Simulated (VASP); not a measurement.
A run of VASP 6.6.1:

File INCAR:

```
SYSTEM = TaN
PREC = Accurate ; ENCUT = 520
EDIFF = 1E-6 ; ISMEAR = -1
SIGMA = 0.08 ; LREAL = .False.
LASPH = .True. ; NELM = 80
ALGO = Normal ; ISIF = 2
LWAVE = .False. ; LCHARG = .True.
GGA = PE ; LELF = .True.
LVHAR = .True. ; NBANDS = 15
```

KPOINTS

```
Automatic mesh
0
Gamma
  16 16 16
  0 0 0
```

The input POSCAR:

```
TaN
1.0
    0.0000000000      2.0909599327      2.0909599327
    2.0909599327      0.0000000000      2.0909599327
    2.0909599327      2.0909599327      0.0000000000
Ta N
1 1
Direct
    0.0000000000      0.0000000000      0.0000000000
    0.2500000000      0.2500000000      0.2500000000
```

Potentials or basis: VASP PAW PBE potentials, release 64 (Ta_pv, N).

Launch:

```sh
$ cat potpaw_PBE.64/Ta_pv/POTCAR potpaw_PBE.64/N/POTCAR > POTCAR
$ mpirun -np 1 vasp_std > vasp.out
```

Hardware: 1 thread of Intel Xeon 8259CL (shared host).

Task: How long does it take, and how much memory?

Result: Wall time 64 s on 1 thread of Intel Xeon 8259CL, on a shared host, peak memory 0.17 GiB. Counts: scf iterations 12, k points 145.
